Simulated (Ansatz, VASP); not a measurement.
## Lu in VASP and in Ansatz

Contents of POSCAR:

```
Lu
1.0
    3.5048186286      0.0000000000      0.0000000000
   -1.7524093143      3.0352619680      0.0000000000
    0.0000000000      0.0000000000      5.4696750779
Lu
2
Direct
    0.3333333333      0.6666666667      0.2500000000
    0.6666666667      0.3333333333      0.7500000000
```

File INCAR.step1:

```
SYSTEM = Lu
PREC = Accurate
ENCUT = 520
ISMEAR = -1
SIGMA = 0.1
LREAL = .False.
LASPH = .True.
NELM = 80
NBANDS = 32
GGA = PE
ALGO = Normal
EDIFF = 1E-4
LWAVE = .True.
LCHARG = .False.
```

File INCAR.step2:

```
SYSTEM = Lu
PREC = Accurate
ENCUT = 520
EDIFF = 1E-6
ISMEAR = -1
SIGMA = 0.1
LREAL = .False.
LASPH = .True.
NELM = 80
ALGO = Normal
ISIF = 2
LWAVE = .False.
LCHARG = .False.
METAGGA = R2SCAN
LMIXTAU = .True.
NBANDS = 32
ISTART = 1
```

KPOINTS

```
regular mesh
0
Gamma
  4 4 2
  0 0 0
```

Input for Ansatz:

```yaml
crystal:
  lattice:
    - [3.5048186286, 0.0, 0.0]
    - [-1.7524093143, 3.035261968, 0.0]
    - [0.0, 0.0, 5.4696750779]
  atoms:
    - { symbol: Lu, position: [0.3333333333, 0.6666666667, 0.25] }
    - { symbol: Lu, position: [0.6666666667, 0.3333333333, 0.75] }
hamiltonian:
  xc: r2scan
  pseudopotentials:
    kind: paw
    azcp:
      Lu: "pseudopotentials/Lu.paw.azcp"
basis:
  ecutwfc: 500
  fft_grid_basis: typed
kpoints:
  mp_grid: { grid: [4, 4, 2], shift: [0, 0, 0] }
magnetization:
  spin_polarized: false
scf:
  occupations: { method: fermi_dirac, width: 0.1 }
  lower_state_search: "off"
output:
  stress: true
```

Alike in both runs: task single point; functional r2SCAN; k mesh 4 × 4 × 2; occupations fermi-dirac, width 0.1 eV; no spin polarisation.

|  | VASP | Ansatz |
| --- | --- | --- |
| version | VASP 6.6.1 | Ansatz 0.2.0 |
| potentials or method | VASP PAW PBE potentials, release 64 (Lu), cutoff 520 eV | plane waves (500 eV) with PAW, scalar-relativistic |
| valence electrons in the cell | 50 | 50 |

|  | VASP | Ansatz | Ansatz less VASP |
| --- | --- | --- | --- |
| pressure (GPa) | 1.0 | 0.7 | -0.35 |
| traceless stress, the component that is largest in VASP (GPa) | 1.54 | 1.50 | -0.040 |

VASP's potentials were made for PBE, not for r2SCAN. The functional is the same, so the differences come from potentials, cutoffs and numerics.

The k mesh is coarse, so the values compare programs but aren't converged. Spin-orbit coupling is off throughout.
